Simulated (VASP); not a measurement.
# TiTe2 (P-3m1) in VASP: notebook

TiTe2 is run at these levels: PBE; tasks: single point.

Everything below comes from runs of VASP 6.6.1. Logs are shortened: lines on timing, memory, paths and dates and some standing lists are left out, and cuts for length are marked.

## Step 1: The cell of the first run

The structure is trigonal, space group P-3m1 (No. 164). The conventional cell has a = 3.966 Å, b = 3.966 Å, c = 6.173 Å, α = 90.00°, β = 90.00°, γ = 120.00°. Within 3.7 Å of Ti (site symmetry -3m) lie 6 Te at 2.81 Å. Within 3.8 Å of Te (site symmetry 3m) lie 3 Ti at 2.81 Å and 3 Te at 3.72 Å.

## Step 2: Single point, PBE (strain +0.050 along x and y, -0.050 along z)

Contents of INCAR:

```
SYSTEM = TiTe2
PREC = Accurate
ENCUT = 520
EDIFF = 1E-6
ISMEAR = 0
SIGMA = 0.15
LREAL = .False.
LASPH = .True.
NELM = 100
ALGO = Normal
ISIF = 2
LWAVE = .False.
LCHARG = .False.
GGA = PE
NBANDS = 19
```

Contents of KPOINTS:

```
Automatic mesh
0
Gamma
  12 12 8
  0 0 0
```

Contents of POSCAR:

```
TiTe2
1.0
    3.9658509320      0.0000000000      0.0000000000
   -1.9829254660      3.4345276547      0.0000000000
    0.0000000000      0.0000000000      6.1731000000
Ti Te
1 2
Direct
    0.0000000000      0.0000000000      0.0000000000
    0.6666666667      0.3333333333      0.2628000000
    0.3333333333      0.6666666667      0.7372000000
```

Potentials or basis: VASP PAW PBE potentials, release 64 (Ti_sv, Te).

Launch:

```sh
cat potpaw_PBE.64/Ti_sv/POTCAR potpaw_PBE.64/Te/POTCAR > POTCAR
mpirun -np 1 vasp_std > vasp.out
```

OUTCAR:

```text
SYSTEM = TiTe2
   PREC = Accurate
   ENCUT = 520
   EDIFF = 1E-6
   ISMEAR = 0
   LREAL = .False.
   LASPH = .True.
   NELM = 100
   ISIF = 2
   GGA = PE

 ion  position               nearest neighbor table
   1  0.000  0.000  0.000-   2 2.81   3 2.81   3 2.81   2 2.81   2 2.81   3 2.81
   2  0.667  0.333  0.263-   1 2.81   1 2.81   1 2.81
   3  0.333  0.667  0.737-   1 2.81   1 2.81   1 2.81

  LATTYP: Found a hexagonal cell.
 ALAT       =     3.9658509320
 C/A-ratio  =     1.5565638008

  Lattice vectors:

 A1 = (   3.9658509320,   0.0000000000,   0.0000000000)
 A2 = (  -1.9829254660,   3.4345276547,   0.0000000000)
 A3 = (   0.0000000000,   0.0000000000,   6.1731000000)

Analysis of symmetry for initial positions (statically):
=====================================================================
 Subroutine PRICEL returns:
 Original cell was already a primitive cell.

 Routine SETGRP: Setting up the symmetry group for a
 hexagonal supercell.

 Subroutine GETGRP returns: Found 12 space group operations
 (whereof 12 operations were pure point group operations)
 out of a pool of 24 trial point group operations.

The static configuration has the point symmetry D_3d.

Analysis of symmetry for dynamics (positions and initial velocities):
=====================================================================
 Subroutine PRICEL returns:
 Original cell was already a primitive cell.

 Routine SETGRP: Setting up the symmetry group for a
 hexagonal supercell.

 Subroutine GETGRP returns: Found 12 space group operations
 (whereof 12 operations were pure point group operations)
 out of a pool of 24 trial point group operations.

The dynamic configuration has the point symmetry D_3d.

 Subroutine INISYM returns: Found 12 space group operations
 (whereof 12 operations are pure point group operations),
 and found     1 'primitive' translations

----------------------------------------------------------------------------------------

                                     Primitive cell

  volume of cell :      84.0827

  direct lattice vectors                    reciprocal lattice vectors
     3.965850932  0.000000000  0.000000000     0.252152695  0.145580426  0.000000000
    -1.982925466  3.434527655  0.000000000     0.000000000  0.291160853  0.000000000
     0.000000000  0.000000000  6.173100000     0.000000000  0.000000000  0.161993164

  length of vectors
     3.965850932  3.965850932  6.173100000     0.291160853  0.291160853  0.161993164

[... 81 lines left out ...]
   NELM   =    100;   NELMIN=  2; NELMDL= -5     # of ELM steps
   EDIFF  = 0.1E-05   stopping-criterion for ELM
   LREAL  =      F    real-space projection
   EDIFFG = 0.1E-04   stopping-criterion for IOM
   NSW    =      0    number of steps for IOM
   IBRION =     -1    ionic relax: 0-MD 1-quasi-New 2-CG
   NFREE  =      0    steps in history (QN), initial steepest desc. (CG)
   ISIF   =      2    stress and relaxation
   ISYM   =      2    0-nonsym 1-usesym 2-fastsym
   POTIM  = 0.5000    time-step for ionic-motion
   TEBEG  =    0.0;   TEEND  =   0.0 temperature during run
   PSTRESS=    0.0 pullay stress
   NELECT =      24.0000    total number of electrons
   NUPDOWN=      -1.0000    fix difference up-down
   EMIN   =  10.00;   EMAX   =-10.00  energy-range for DOS
   EFERMI =   0.00;   METHOD = LEGACY
   ISMEAR =     0;   SIGMA  =   0.15  broadening in eV -4-tet -1-fermi 0-gaus
   EFERMI_NEDOS =   21; number of points for ismear=-14 and -15
   IALGO  =     38    algorithm
   IMIX   =      4    mixing-type and parameters
     AMIX     =   0.40;   BMIX     =  1.00
     AMIX_MAG =   1.60;   BMIX_MAG =  1.00
  volume/ion in A,a.u.               =      28.03       189.14
  Fermi-wavevector in a.u.,A,eV,Ry     =   1.077895  2.036926 15.808024  1.161857
  Thomas-Fermi vector in A             =   2.213819
   LORBIT       =      0    0 simple, 1 ext, 2 COOP (PROOUT), +10 PAW based schemes
   GGA     = PE    functional components
   LHFCALC =     F    Hartree Fock is set to
   AEXX    =    0.0000 exact exchange contribution
   IVDW    =     0    specifies the selected vdW correction
   LEPSILON=     F    determine dielectric tensor
   LRPA    =     F    only Hartree local field effects (RPA)
 non-spin polarized calculation
 Gauss-broadening in eV      SIGMA  =   0.15
  energy-cutoff  :      520.00
  volume of cell :       84.08
 maximum number of plane-waves:      2297
 NGX is ok and might be reduce to    30
   NGX = 15   NGY = 15   NGZ = 23

 number of electron      24.0000010 magnetization

 Free energy of the ion-electron system (eV)
  ---------------------------------------------------
  ext. energy  EPLUGINS =         0.00000000
  ---------------------------------------------------
  free energy    TOTEN  =       -16.10492230 eV

  energy without entropy =      -16.08905336  energy(sigma->0) =      -16.09698783

 E-fermi :   6.3736     XC(G=0):  -9.6534

 val. band max:        6.3695181750   @ k =   0.3333  -0.0000   0.2500
 cond. band min:       6.3898624428   @ k =   0.0000   0.4167   0.3750
 fundamental gap:      0.0203442678
 Fermi energy:         6.3736356832

 k-point     1 :       0.0000    0.0000    0.0000
  band No.  band energies     occupation
      1     -51.3798      2.00000
      2     -27.6304      2.00000
      3     -27.6304      2.00000
      4     -27.5821      2.00000
      5      -5.8582      2.00000
      6      -4.1300      2.00000
[... 505 lines left out ...]
      6      -4.1463      2.00000
[... 11 lines left out ...]
     18      11.9378      0.00000
     19      12.8796      0.00000

 [... further k-points ...]

------------------------ aborting loop because EDIFF is reached ----------------------------------------

  FORCE on cell =-STRESS in cart. coord.  units (eV):
  Direction    XX          YY          ZZ          XY          YZ          ZX
  --------------------------------------------------------------------------------------
  -------------------------------------------------------------------------------------
  Total       -1.5890118     -1.5890118      0.9396420      0.0000000      0.0000000      0.0000000
  in kB      -30.2782650    -30.2782650     17.9046680      0.0000000      0.0000000      0.0000000
  external PRESSURE =     -14.2172874 kB  Pullay stress =       0.0000000 kB

 VOLUME and BASIS-vectors are now :
 -----------------------------------------------------------------------------
  energy-cutoff  :      520.00
  volume of cell :       84.08
      direct lattice vectors                 reciprocal lattice vectors
     3.965850932  0.000000000  0.000000000     0.252152695  0.145580426  0.000000000
    -1.982925466  3.434527655  0.000000000     0.000000000  0.291160853  0.000000000
     0.000000000  0.000000000  6.173100000     0.000000000  0.000000000  0.161993164

 POSITION                                       TOTAL-FORCE (eV/Angst)
 -----------------------------------------------------------------------------------
      0.00000      0.00000      0.00000         0.000000      0.000000      0.000000
      1.98293      1.14484      1.62229         0.000000     -0.000000     -0.033598
     -0.00000      2.28969      4.55081        -0.000000      0.000000      0.033598
 -----------------------------------------------------------------------------------
    total drift:                               -0.000000      0.000000      0.000000

  FREE ENERGIE OF THE ION-ELECTRON SYSTEM (eV)
  ---------------------------------------------------
  free  energy   TOTEN  =       -16.1049222995 eV

  energy  without entropy=      -16.0890533606  energy(sigma->0) =      -16.09698783
```

stdout:

```text
POSCAR found type information on POSCAR TiTe
 POSCAR found :  2 types and       3 ions
 scaLAPACK will be used
 LDA part: xc-table for (Slater+PW92), standard interpolation
 POSCAR, INCAR and KPOINTS ok, starting setup
 FFT: planning ... GRIDC
 FFT: planning ... GRID_SOFT
 FFT: planning ... GRID
 WAVECAR not read
 entering main loop
```

Wall time 4.1 min (1 thread of Intel Xeon Platinum 8259CL at 2.50GHz (Skylake/Cascade Lake), shared host); peak memory 0.34 GiB.

What came out:

```yaml
Free_energy: -16.1049 eV
Pressure: -1.4 GPa
Largest_force: 0.034 eV/Å
Band_gap_on_the_k_mesh: zero (bands 12 and 13 overlap by 0.61 eV)
```

Forces on the atoms (eV/Å):
```
Ti   0.000  0.000  0.000
Te   0.000  0.000 -0.034
Te   0.000  0.000  0.034
```

Stress tensor (GPa, compression positive):
```
-3.03  0.00  0.00
 0.00 -3.03  0.00
 0.00  0.00  1.79
```

Caveat: the cell differs from its parent crystal (strain +0.050 along x and y, -0.050 along z); spin-orbit coupling is left out, which moves the levels of the heavy elements; this functional lacks dispersion, which binds layers or chains, so the pressure and a relaxed spacing across them are unreliable.

## Step 3: Single point, PBE (strain +0.000 along x and y, +0.050 along z)

Contents of INCAR:

```
ALGO = Normal ; EDIFF = 1E-7
ENCUT = 520 ; GGA = PE
ISIF = 2 ; ISMEAR = 0
LASPH = True ; LCHARG = False
LREAL = False ; LWAVE = False
NBANDS = 19 ; NELM = 60
PREC = Accurate ; SIGMA = 0.15
```

Contents of KPOINTS:

```
k-points
0
Gamma
  12 12 8
```

Contents of POSCAR:

```
TiTe2
1.0
    3.7770008876      0.0000000000      0.0000000000
   -1.8885004438      3.2709787188      0.0000000000
    0.0000000000      0.0000000000      6.8229000000
Ti Te
1 2
Direct
    0.0000000000      0.0000000000      0.0000000000
    0.6666666667      0.3333333333      0.2628000000
    0.3333333333      0.6666666667      0.7372000000
```

Potentials or basis: VASP PAW PBE potentials, release 64 (Ti_sv, Te).

Launch:

```sh
cat potpaw_PBE.64/Ti_sv/POTCAR potpaw_PBE.64/Te/POTCAR > POTCAR
mpirun -np 1 vasp_std > vasp.out
```

Wall time 3.7 min (1 thread of Intel Xeon Platinum 8259CL at 2.50GHz (Skylake/Cascade Lake), shared host); peak memory 0.34 GiB.

The run converged. Its results:

```yaml
Free_energy: -16.1891 eV
Pressure: -2.2 GPa
Largest_force: 0.553 eV/Å
Band_gap_on_the_k_mesh: zero (bands 12 and 13 overlap by 0.72 eV)
```

Forces in eV/Å, atoms in the order of the input:
```
Ti   0.000  0.000  0.000
Te   0.000  0.000 -0.553
Te   0.000  0.000  0.553
```

Stress tensor (GPa, compression positive):
```
-1.63  0.00  0.00
 0.00 -1.63  0.00
 0.00  0.00 -3.21
```

Levels at points of the mesh, in eV from the Fermi level:
```
           k point  band 8  band 9  band 10  band 11  band 12  band 13  band 14  band 15  band 16  band 17
(0.00, 0.00, 0.00)   -1.40   -1.40     0.11     0.24     0.43     0.43     1.13     1.13     2.92     2.92
(0.50, 0.00, 0.00)   -3.69   -2.54    -2.31    -1.60    -0.90    -0.04     1.16     1.47     2.29     3.05
(0.00, 0.00, 0.50)   -2.68   -1.35    -1.35     0.43     0.43     0.83     0.89     0.89     3.24     3.24
(0.50, 0.00, 0.50)   -4.34   -2.39    -1.81    -1.14    -0.48    -0.29     1.16     1.47     2.49     3.21
```

Caveat: the cell differs from its parent crystal (strain +0.000 along x and y, +0.050 along z); spin-orbit coupling is left out, which moves the levels of the heavy elements; this functional lacks dispersion, which binds layers or chains, so the pressure and a relaxed spacing across them are unreliable.

The gap in the log of VASP goes by the Fermi energy; the results here count the filled bands.